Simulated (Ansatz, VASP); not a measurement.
# MoS2 in VASP and in Ansatz

```
CELL_PARAMETERS angstrom
3.20521 0.00000 0.00000
-1.60261 2.77580 0.00000
0.00000 0.00000 17.44940
ATOMIC_POSITIONS crystal
Mo 0.00000 0.00000 0.00000
S 0.33333 0.66667 0.91051
S 0.33333 0.66667 0.08949
```

Alike in both runs: task single point; functional r2SCAN; k mesh 10 × 10 × 2; occupations fermi-dirac, width 0.05 eV; no spin polarisation.

|  | VASP | Ansatz |
| --- | --- | --- |
| version | VASP 6.6.1 | Ansatz 0.2.0 |
| potentials or method | VASP PAW PBE potentials, release 64 (Mo_sv, S) | Ansatz PAW |
| plane-wave cutoff (eV) | 520 | 500 |
| valence electrons in the cell | 26 | 26 |

|  | VASP | Ansatz | Ansatz less VASP |
| --- | --- | --- | --- |
| gap on the k mesh at the Fermi level (eV) | 1.77 | 1.76 | -0.014 |
| least direct gap on the mesh (eV) | 1.98 | 1.98 | -0.008 |
| rms of the force components (eV/Å) | 0.144 | 0.146 | +0.0018 |

VASP's potentials were made for PBE, not for r2SCAN. Atom by atom the forces differ by 0.002 eV/Å (rms over components). The functional is the same, so the differences come from potentials, cutoffs and numerics.
